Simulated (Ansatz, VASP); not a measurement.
**Pd in VASP and in Ansatz**

```
Pd
1.0
     0.00000    1.94650    1.94650
     1.94650    0.00000    1.94650
     1.94650    1.94650    0.00000
Pd
1
Direct
  0.00000 0.00000 0.00000
```

Alike in both runs: task single point; functional PBEsol; k mesh 18 × 18 × 18; occupations gaussian, width 0.1 eV; no spin polarisation.

|  | VASP | Ansatz |
| --- | --- | --- |
| version | VASP 6.6.1 | Ansatz 0.2.0 |
| potentials or method | VASP PAW PBE potentials, release 64 (Pd), cutoff 520 eV | scalar-relativistic, plane waves, PAW |
| valence electrons in the cell | 10 | 18 |

|  | VASP | Ansatz | Ansatz less VASP |
| --- | --- | --- | --- |
| gap on the k mesh at the Fermi level (eV) | none | none | - |
| pressure (GPa) | -3.1 | -2.7 | +0.31 |

VASP's potentials were made for PBE, not for PBEsol. A gap of «none» marks a metal or a gap that the smearing closes. With one functional, cell and mesh, what is left measures potentials, basis and numerics. VASP's potentials hold 10 valence electrons a cell and Ansatz's 18, so a difference there can come from the potentials and not from the codes.
